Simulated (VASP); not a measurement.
# AgCl (Immm) in VASP: a series of runs

The runs below take AgCl through single point, with PBE.

Program: VASP 6.6.1. These are calculated values, not measurements. Logs are shortened: lines on timing, memory, paths and dates and some standing lists are left out, and cuts for length are marked.

### 1 The cell of the first run

The structure is orthorhombic, space group Immm (No. 71). The conventional cell has a = 3.889 Å, b = 4.048 Å, c = 5.612 Å, α = 90.00°, β = 90.00°, γ = 90.00°. Within 3.7 Å of Ag (site symmetry mmm) lie 6 Cl at 2.81 Å. Within 3.7 Å of Cl (site symmetry mmm) lie 6 Ag at 2.81 Å.

### 2 Single point, PBE (strain -0.0400 x Voigt [0, 0, 0, 1, 0, 0])

Contents of INCAR:

```
  PREC = Accurate
  ENCUT = 520
  EDIFF = 1E-6
  ISMEAR = 0
  SIGMA = 0.05
  LREAL = F
  LASPH = T
  NELM = 60
  ALGO = Normal
  ISIF = 2
  LWAVE = F
  LCHARG = F
  GGA = PE
  NBANDS = 16
```

Contents of KPOINTS:

```
Automatic mesh
0
Gamma
  8 8 8
```

Contents of POSCAR:

```
AgCl
1.0
    0.0000000000      2.7499023938      2.7499023938
    2.8060228508     -0.0561204570      2.8060228508
    2.8060228508      2.8060228508     -0.0561204570
Ag Cl
1 1
Direct
    0.5000000000      0.5000000000      0.5000000000
    0.0000000000      0.0000000000      0.0000000000
```

Potentials or basis: VASP PAW PBE potentials, release 64 (Ag, Cl).

Launch:

```console
> cat potpaw_PBE.64/Ag/POTCAR potpaw_PBE.64/Cl/POTCAR > POTCAR
> mpirun -np 1 vasp_std > vasp.out
```

OUTCAR:

```text
PREC = Accurate
   ENCUT = 520
   EDIFF = 1E-6
   ISMEAR = 0
   LREAL = F
   LASPH = T
   NELM = 60
   ISIF = 2
   GGA = PE

 ion  position               nearest neighbor table
   1  0.500  0.500  0.500-   2 2.81   2 2.81   2 2.81   2 2.81   2 2.81   2 2.81
   2  0.000  0.000  0.000-   1 2.81   1 2.81   1 2.81   1 2.81   1 2.81   1 2.81

  LATTYP: Found a body centered orthorhombic cell.
 ALAT       =     3.8889492605
 B/A-ratio  =     1.0408163265
 C/A-ratio  =     1.4430750636

  Lattice vectors:

 A1 = (  -2.8060228508,   0.0561204570,  -2.8060228508)
 A2 = (  -2.8060228508,  -0.0561204570,   2.8060228508)
 A3 = (   2.8060228508,   2.8060228508,  -0.0561204570)

Analysis of symmetry for initial positions (statically):
=====================================================================
 Subroutine PRICEL returns:
 Original cell was already a primitive cell.

 Routine SETGRP: Setting up the symmetry group for a
 body centered orthorhombic supercell.

 Subroutine GETGRP returns: Found  8 space group operations
 (whereof  8 operations were pure point group operations)
 out of a pool of  8 trial point group operations.

The static configuration has the point symmetry D_2h.

Analysis of symmetry for dynamics (positions and initial velocities):
=====================================================================
 Subroutine PRICEL returns:
 Original cell was already a primitive cell.

 Routine SETGRP: Setting up the symmetry group for a
 body centered orthorhombic supercell.

 Subroutine GETGRP returns: Found  8 space group operations
 (whereof  8 operations were pure point group operations)
 out of a pool of  8 trial point group operations.

The dynamic configuration has the point symmetry D_2h.

 Subroutine INISYM returns: Found  8 space group operations
 (whereof  8 operations are pure point group operations),
 and found     1 'primitive' translations

----------------------------------------------------------------------------------------

                                     Primitive cell

  volume of cell :      44.1702

  direct lattice vectors                    reciprocal lattice vectors
     0.000000000  2.749902394  2.749902394    -0.178188143  0.181824635  0.181824635
     2.806022851 -0.056120457  2.806022851     0.178188143 -0.174694257  0.174694257
     2.806022851  2.806022851 -0.056120457     0.178188143  0.174694257 -0.174694257

  length of vectors
     3.888949261  3.968712384  3.968712384     0.312844067  0.304609884  0.304609884

  position of ions in fractional coordinates (direct lattice)
     0.500000000  0.500000000  0.500000000
     0.000000000  0.000000000  0.000000000

  ion indices of the primitive-cell ions
   primitive index   ion index
                 1           1
                 2           2

----------------------------------------------------------------------------------------

 KPOINTS: Automatic mesh

Automatic generation of k-mesh.
 Grid dimensions read from file:
 generate k-points for:    8    8    8

 Generating k-lattice:

  Cartesian coordinates                     Fractional coordinates (reciprocal lattice)
    -0.022273518  0.022728079  0.022728079     0.125000000  0.000000000  0.000000000
     0.022273518 -0.021836782  0.021836782     0.000000000  0.125000000  0.000000000
     0.022273518  0.021836782 -0.021836782     0.000000000  0.000000000  0.125000000

  Length of vectors
     0.039105508  0.038076235  0.038076235

  Shift w.r.t. Gamma in fractional coordinates (k-lattice)
     0.000000000  0.000000000  0.000000000

 Subroutine IBZKPT returns following result:
 ===========================================

 Found     95 irreducible k-points:

 Following reciprocal coordinates:
            Coordinates               Weight
  0.000000  0.000000  0.000000      1.000000
  0.125000 -0.000000 -0.000000      4.000000
  0.250000 -0.000000 -0.000000      4.000000
  0.375000  0.000000  0.000000      4.000000
  0.500000 -0.000000 -0.000000      2.000000
  0.000000  0.125000 -0.000000      4.000000
[... 16 lines left out ...]
  0.125000  0.375000  0.000000      8.000000
  0.250000  0.375000 -0.000000      8.000000
 [... further k-points ...]
   k-points           NKPTS =     95   k-points in BZ     NKDIM =     95   number of bands    NBANDS=     16
   number of dos      NEDOS =    301   number of ions     NIONS =      2
   total plane-waves  NPLWV =  27000
   dimension x,y,z NGX =    30 NGY =   30 NGZ =   30
   dimension x,y,z NGXF=    60 NGYF=   60 NGZF=   60
   ions per type =               1   1
   NGX,Y,Z   is equivalent  to a cutoff of  12.82, 12.57, 12.57 a.u.
   NGXF,Y,Z  is equivalent  to a cutoff of  25.65, 25.13, 25.13 a.u.
 SYSTEM =  unknown system
   PREC   = accura    normal or accurate (medium, high low for compatibility)
   ISTART =      0    job   : 0-new  1-cont  2-samecut
   ICHARG =      2    charge: 1-file 2-atom 10-const
   ISPIN  =      1    spin polarized calculation?
   LNONCOLLINEAR =      F non collinear calculations
   LSORBIT =      F    spin-orbit coupling
   LASPH  =      T    aspherical Exc in radial PAW
   ENCUT  =  520.0 eV  38.22 Ry    6.18 a.u.   7.23  7.38  7.38*2*pi/ulx,y,z
   NELM   =     60;   NELMIN=  2; NELMDL= -5     # of ELM steps
   EDIFF  = 0.1E-05   stopping-criterion for ELM
   LREAL  =      F    real-space projection
   EDIFFG = 0.1E-04   stopping-criterion for IOM
   NSW    =      0    number of steps for IOM
   IBRION =     -1    ionic relax: 0-MD 1-quasi-New 2-CG
   NFREE  =      0    steps in history (QN), initial steepest desc. (CG)
   ISIF   =      2    stress and relaxation
   ISYM   =      2    0-nonsym 1-usesym 2-fastsym
   POTIM  = 0.5000    time-step for ionic-motion
   TEBEG  =    0.0;   TEEND  =   0.0 temperature during run
   PSTRESS=    0.0 pullay stress
   NELECT =      18.0000    total number of electrons
   NUPDOWN=      -1.0000    fix difference up-down
   EMIN   =  10.00;   EMAX   =-10.00  energy-range for DOS
   EFERMI =   0.00;   METHOD = LEGACY
   ISMEAR =     0;   SIGMA  =   0.05  broadening in eV -4-tet -1-fermi 0-gaus
   EFERMI_NEDOS =   21; number of points for ismear=-14 and -15
   IALGO  =     38    algorithm
   IMIX   =      4    mixing-type and parameters
     AMIX     =   0.40;   BMIX     =  1.00
     AMIX_MAG =   1.60;   BMIX_MAG =  1.00
  volume/ion in A,a.u.               =      22.09       149.04
  Fermi-wavevector in a.u.,A,eV,Ry     =   1.213731  2.293619 20.043321  1.473143
  Thomas-Fermi vector in A             =   2.349173
   LORBIT       =      0    0 simple, 1 ext, 2 COOP (PROOUT), +10 PAW based schemes
   GGA     = PE    functional components
   LHFCALC =     F    Hartree Fock is set to
   AEXX    =    0.0000 exact exchange contribution
   IVDW    =     0    specifies the selected vdW correction
   LEPSILON=     F    determine dielectric tensor
   LRPA    =     F    only Hartree local field effects (RPA)
 non-spin polarized calculation
 Gauss-broadening in eV      SIGMA  =   0.05
  energy-cutoff  :      520.00
  volume of cell :       44.17
 maximum number of plane-waves:      1219
 NGX is ok and might be reduce to    30
   NGX = 15   NGY = 15   NGZ = 15

 number of electron      18.0000001 magnetization

 Free energy of the ion-electron system (eV)
  ---------------------------------------------------
  ext. energy  EPLUGINS =         0.00000000
  ---------------------------------------------------
  free energy    TOTEN  =        -5.39984393 eV

  energy without entropy =       -5.39984393  energy(sigma->0) =       -5.39984393

 E-fermi :   3.7045     XC(G=0):  -9.7838

 val. band max:        3.4116554707   @ k =   0.5000  -0.0000  -0.0000
 cond. band min:       4.2963456799   @ k =   0.0000   0.0000   0.0000
 fundamental gap:      0.8846902092
 Fermi energy:         3.7044599682

 k-point     1 :       0.0000    0.0000    0.0000
  band No.  band energies     occupation
      1     -11.5347      2.00000
      2       1.0490      2.00000
      3       1.0608      2.00000
      4       1.1035      2.00000
      5       1.1176      2.00000
      6       1.1242      2.00000
[... 8 lines left out ...]
     15      16.3626      0.00000
     16      16.5735      0.00000

 k-point     2 :       0.1250   -0.0000   -0.0000
  band No.  band energies     occupation
      1     -11.4780      2.00000
      2       0.4082      2.00000
      3       0.4498      2.00000
      4       0.4903      2.00000
      5       1.1040      2.00000
      6       1.1244      2.00000
[... 8 lines left out ...]
     15      15.3429      0.00000
     16      15.9402      0.00000

 k-point     3 :       0.2500   -0.0000   -0.0000
  band No.  band energies     occupation
      1     -11.3357      2.00000
      2      -0.5292      2.00000
      3      -0.1528      2.00000
      4      -0.0687      2.00000
      5       1.2251      2.00000
      6       1.2499      2.00000
[... 8 lines left out ...]
     15      15.7019      0.00000
     16      15.7731      0.00000

 k-point     4 :       0.3750    0.0000    0.0000
  band No.  band energies     occupation
      1     -11.1850      2.00000
      2      -1.2756      2.00000
      3      -0.5105      2.00000
      4      -0.4213      2.00000
      5       1.3511      2.00000
      6       1.3775      2.00000
[... 8 lines left out ...]
     15      16.3567      0.00000
     16      16.7200      0.00000
[... 324 lines left out ...]
 k-point    22 :       0.0000    0.3750   -0.0000
  band No.  band energies     occupation
      1     -11.2139      2.00000
      2      -1.3236      2.00000
      3      -0.4352      2.00000
      4      -0.3355      2.00000
      5       1.3324      2.00000
      6       1.3696      2.00000
[... 8 lines left out ...]
     15      16.4142      0.00000
     16      16.7009      0.00000

 k-point    23 :       0.1250    0.3750    0.0000
  band No.  band energies     occupation
      1     -11.2347      2.00000
      2      -1.0917      2.00000
      3      -0.3059      2.00000
      4      -0.1574      2.00000
      5       1.2363      2.00000
      6       1.3683      2.00000
[... 8 lines left out ...]
     15      17.0261      0.00000
     16      17.4226      0.00000

 k-point    24 :       0.2500    0.3750   -0.0000
  band No.  band energies     occupation
      1     -11.2153      2.00000
      2      -0.9632      2.00000
      3       0.0853      2.00000
      4       0.2018      2.00000
      5       1.0370      2.00000
      6       1.3729      2.00000
[... 8 lines left out ...]
     15      17.8951      0.00000
     16      18.8590      0.00000

 [... further k-points ...]
[... 5 lines left out ...]
  --------------------------------------------------------------------------------------
  -------------------------------------------------------------------------------------
  Total       -0.0441917     -0.0390785     -0.0390785     -0.0000000      0.0702085      0.0000000
  in kB       -1.6029552     -1.4174837     -1.4174837     -0.0000000      2.5466574      0.0000000
  external PRESSURE =      -1.4793075 kB  Pullay stress =       0.0000000 kB

 VOLUME and BASIS-vectors are now :
 -----------------------------------------------------------------------------
  energy-cutoff  :      520.00
  volume of cell :       44.17
      direct lattice vectors                 reciprocal lattice vectors
     0.000000000  2.749902394  2.749902394    -0.178188143  0.181824635  0.181824635
     2.806022851 -0.056120457  2.806022851     0.178188143 -0.174694257  0.174694257
     2.806022851  2.806022851 -0.056120457     0.178188143  0.174694257 -0.174694257

 POSITION                                       TOTAL-FORCE (eV/Angst)
 -----------------------------------------------------------------------------------
      2.80602      2.74990      2.74990         0.000000      0.000000     -0.000000
      0.00000      0.00000      0.00000         0.000000     -0.000000      0.000000
 -----------------------------------------------------------------------------------
    total drift:                                0.000000      0.000000      0.000000

  FREE ENERGIE OF THE ION-ELECTRON SYSTEM (eV)
  ---------------------------------------------------
  free  energy   TOTEN  =        -5.3998439300 eV

  energy  without entropy=       -5.3998439300  energy(sigma->0) =       -5.39984393
```

Run time: 62 s. Hardware: 1 thread of Intel Xeon 8259CL, shared host; peak memory 0.21 GiB.

What came out:

```
Free energy            : -5.3998 eV
Pressure               : -0.1 GPa
Band gap on the k mesh : 0.88 eV (least direct gap 3.00 eV)
```

Levels at points of the mesh, in eV from the valence-band top:
```tsv
k point	band 6	band 7	band 8	band 9	band 10	band 11	band 12	band 13
(0.00, 0.00, 0.00)	-2.29	-2.29	-2.21	-2.12	0.88	10.61	10.83	11.08
(0.50, 0.00, 0.00)	-1.98	-1.67	-0.04	0.00	4.24	6.39	7.47	7.69
(0.00, 0.50, 0.00)	-1.99	-1.73	-0.07	-0.03	4.37	6.23	7.73	7.96
(0.50, 0.50, 0.00)	-2.13	-1.89	-1.89	-1.83	2.42	8.05	8.46	11.30
(0.00, 0.50, 0.50)	-2.12	-1.89	-1.89	-1.83	2.40	8.06	8.49	11.13
```

Caveat: the cell differs from its parent crystal (strain -0.0400 x Voigt [0, 0, 0, 1, 0, 0]).

### 3 Single point, PBE (strain +0.0300 x Voigt [0, 0, 0, 1, 0, 0])

Contents of INCAR:

```
  PREC = Accurate
  ENCUT = 520
  EDIFF = 1E-6
  ISMEAR = 0
  SIGMA = 0.05
  LREAL = False
  LASPH = True
  NELM = 80
  ALGO = Normal
  ISIF = 2
  LWAVE = False
  LCHARG = False
  GGA = PE
  NBANDS = 16
```

Contents of KPOINTS:

```
regular mesh
0
Gamma
  8 8 8
```

Contents of POSCAR:

```
AgCl
1.0
    0.0000000000      2.8481131936      2.8481131936
    2.8060228508      0.0420903428      2.8060228508
    2.8060228508      2.8060228508      0.0420903428
Ag Cl
1 1
Direct
    0.5000000000      0.5000000000      0.5000000000
    0.0000000000      0.0000000000      0.0000000000
```

Potentials or basis: VASP PAW PBE potentials, release 64 (Ag, Cl).

Launch:

```console
> cat potpaw_PBE.64/Ag/POTCAR potpaw_PBE.64/Cl/POTCAR > POTCAR
> mpirun -np 1 vasp_std > vasp.out
```

OUTCAR:

```text
PREC = Accurate
   ENCUT = 520
   EDIFF = 1E-6
   ISMEAR = 0
   LREAL = False
   LASPH = True
   NELM = 80
   ISIF = 2
   GGA = PE

 ion  position               nearest neighbor table
   1  0.500  0.500  0.500-   2 2.81   2 2.81   2 2.81   2 2.81   2 2.81   2 2.81
   2  0.000  0.000  0.000-   1 2.81   1 2.81   1 2.81   1 2.81   1 2.81   1 2.81

  LATTYP: Found a body centered orthorhombic cell.
 ALAT       =     3.9087908383
 B/A-ratio  =     1.0304568528
 C/A-ratio  =     1.4357498095

  Lattice vectors:

 A1 = (  -2.8060228508,   2.8060228508,   0.0420903428)
 A2 = (  -2.8060228508,  -2.8060228508,  -0.0420903428)
 A3 = (   2.8060228508,   0.0420903428,   2.8060228508)

Analysis of symmetry for initial positions (statically):
=====================================================================
 Subroutine PRICEL returns:
 Original cell was already a primitive cell.

 Routine SETGRP: Setting up the symmetry group for a
 body centered orthorhombic supercell.

 Subroutine GETGRP returns: Found  8 space group operations
 (whereof  8 operations were pure point group operations)
 out of a pool of  8 trial point group operations.
[... 158 lines left out ...]
  ext. energy  EPLUGINS =         0.00000000
  ---------------------------------------------------
  free energy    TOTEN  =        -5.40045228 eV

  energy without entropy =       -5.40045228  energy(sigma->0) =       -5.40045228

 E-fermi :   3.6882     XC(G=0):  -9.7825

 val. band max:        3.4028534984   @ k =   0.0000   0.5000  -0.0000
 cond. band min:       4.2968036879   @ k =   0.0000   0.0000   0.0000
 fundamental gap:      0.8939501895
 Fermi energy:         3.6881736012

 k-point     1 :       0.0000    0.0000    0.0000
  band No.  band energies     occupation
      1     -11.5364      2.00000
      2       1.0550      2.00000
      3       1.0660      2.00000
      4       1.0959      2.00000
      5       1.1159      2.00000
      6       1.1211      2.00000
[... 433 lines left out ...]
      3       0.0742      2.00000
      4       0.1772      2.00000
      5       1.0170      2.00000
      6       1.3866      2.00000
[... 8 lines left out ...]
     15      17.9758      0.00000
     16      18.8650      0.00000

 [... further k-points ...]
[... 5 lines left out ...]
  --------------------------------------------------------------------------------------
  -------------------------------------------------------------------------------------
  Total       -0.0418935     -0.0389878     -0.0389878      0.0000000     -0.0525017      0.0000000
  in kB       -1.5193269     -1.4139491     -1.4139491      0.0000000     -1.9040490      0.0000000
  external PRESSURE =      -1.4490750 kB  Pullay stress =       0.0000000 kB

 VOLUME and BASIS-vectors are now :
 -----------------------------------------------------------------------------
  energy-cutoff  :      520.00
  volume of cell :       44.18
      direct lattice vectors                 reciprocal lattice vectors
     0.000000000  2.848113194  2.848113194    -0.178188143  0.175554820  0.175554820
     2.806022851  0.042090343  2.806022851     0.178188143 -0.180901668  0.180901668
     2.806022851  2.806022851  0.042090343     0.178188143  0.180901668 -0.180901668

 POSITION                                       TOTAL-FORCE (eV/Angst)
 -----------------------------------------------------------------------------------
      2.80602      2.84811      2.84811        -0.000000      0.000000     -0.000000
      0.00000      0.00000      0.00000         0.000000     -0.000000      0.000000
 -----------------------------------------------------------------------------------
    total drift:                                0.000000      0.000000      0.000000

  FREE ENERGIE OF THE ION-ELECTRON SYSTEM (eV)
  ---------------------------------------------------
  free  energy   TOTEN  =        -5.4004522774 eV

  energy  without entropy=       -5.4004522774  energy(sigma->0) =       -5.40045228
```

OSZICAR:

```text
N       E                     dE             d eps       ncg     rms          rms(c)
DAV:   1     0.910061175613E+02    0.91006E+02   -0.85167E+03  3040   0.101E+03
DAV:   2    -0.251261046470E+01   -0.93519E+02   -0.85966E+02  3776   0.214E+02
DAV:   3    -0.557654917868E+01   -0.30639E+01   -0.30562E+01  3776   0.394E+01
DAV:   4    -0.559167538682E+01   -0.15126E-01   -0.15125E-01  3936   0.320E+00
DAV:   5    -0.559184636243E+01   -0.17098E-03   -0.17097E-03  3824   0.338E-01    0.558E+00
DAV:   6    -0.540504759555E+01    0.18680E+00   -0.25516E-01  3912   0.644E+00    0.364E+00
DAV:   7    -0.540095075014E+01    0.40968E-02   -0.95631E-02  3720   0.207E+00    0.188E+00
DAV:   8    -0.540029464475E+01    0.65611E-03   -0.49814E-03  3656   0.720E-01    0.295E-01
DAV:   9    -0.540037387641E+01   -0.79232E-04   -0.49751E-04  3840   0.290E-01    0.435E-02
DAV:  10    -0.540044791039E+01   -0.74034E-04   -0.11432E-04  3672   0.930E-02    0.328E-02
DAV:  11    -0.540045227449E+01   -0.43641E-05   -0.48474E-06  3952   0.153E-02    0.361E-03
DAV:  12    -0.540045227741E+01   -0.29222E-08   -0.24652E-07  2416   0.462E-03
   1 F= -.54004523E+01 E0= -.54004523E+01  d E =-.801262E-18
```

stdout:

```text
POSCAR found type information on POSCAR AgCl
 POSCAR found :  2 types and       2 ions
 scaLAPACK will be used
 LDA part: xc-table for (Slater+PW92), standard interpolation
 POSCAR, INCAR and KPOINTS ok, starting setup
 FFT: planning ... GRIDC
 FFT: planning ... GRID_SOFT
 FFT: planning ... GRID
 WAVECAR not read
 entering main loop
```

Wall time 63 s (1 thread of Intel Xeon 8259CL, shared host); peak memory 0.21 GiB.

Results:

| Quantity | Value |
| --- | --- |
| Free energy | -5.4005 eV |
| Pressure | -0.1 GPa |
| Band gap on the k mesh | 0.89 eV (least direct gap 3.03 eV) |

Levels at points of the mesh, in eV from the valence-band top:
```csv
k point,band 7,band 8,band 9,band 10,band 11,band 12
"(0.00, 0.00, 0.00)",-2.26,-2.20,-2.14,0.89,10.67,10.84
"(0.50, 0.00, 0.00)",-1.71,-0.05,-0.02,4.36,6.26,7.73
"(0.00, 0.50, 0.00)",-1.67,-0.03,0.00,4.26,6.38,7.54
"(0.50, 0.50, 0.00)",-1.88,-1.88,-1.82,2.42,8.05,8.48
"(0.00, 0.50, 0.50)",-1.88,-1.88,-1.82,2.41,8.06,8.50
```

Caveat: the cell differs from its parent crystal (strain +0.0300 x Voigt [0, 0, 0, 1, 0, 0]).

(Continued in part 2 of 2.)
